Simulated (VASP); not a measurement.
Here is a VASP 6.6.1 calculation.

INCAR

```
SYSTEM = Ga3O2
PREC = Accurate ; ENCUT = 520
EDIFF = 1E-6 ; ISMEAR = 0
SIGMA = 0.1 ; LREAL = .FALSE.
LASPH = .TRUE. ; NELM = 100
ALGO = Normal ; ISIF = 2
LWAVE = .FALSE. ; LCHARG = .TRUE.
GGA = PE ; LELF = .TRUE.
LVHAR = .TRUE. ; NBANDS = 34
```

The input KPOINTS:

```
Automatic mesh
0
G
  6 6 4
  0 0 0
```

The input POSCAR:

```
Ga3O2
1.0
    3.6646430208      0.0000000000      0.0000000000
   -1.8323215104      3.1736739518      0.0000000000
    0.0000000000      0.0000000000      5.7015892683
Ga O
3 2
Direct
    0.0000000000      0.0000000000      0.0000000000
    0.3333333333      0.6666666667      0.6450000000
    0.6666666667      0.3333333333      0.3550000000
    0.3333333333      0.6666666667      0.2450000000
    0.6666666667      0.3333333333      0.7550000000
```

Potentials or basis: VASP PAW PBE potentials, release 64 (Ga_d, O).

Command:

```console
$ cat potpaw_PBE.64/Ga_d/POTCAR potpaw_PBE.64/O/POTCAR > POTCAR
$ mpirun -np 1 vasp_std > vasp.out
```

Question: What does it give for the largest force?

Answer: 1.078 eV/Å.

Question: Predict the pressure.

Answer: 14.6 GPa.

Question: What does it give for the band gap on the k mesh?

Answer: Zero (an odd number of electrons rules out a gap without spin polarisation).

Stress tensor (GPa, compression positive):
```
13.08  0.00  0.00
 0.00 13.08  0.00
 0.00  0.00 17.52
```

Caveat: the cell stands under pressure; an odd number of electrons without spin polarisation forces a metal; a magnetic or distorted state may lie lower.
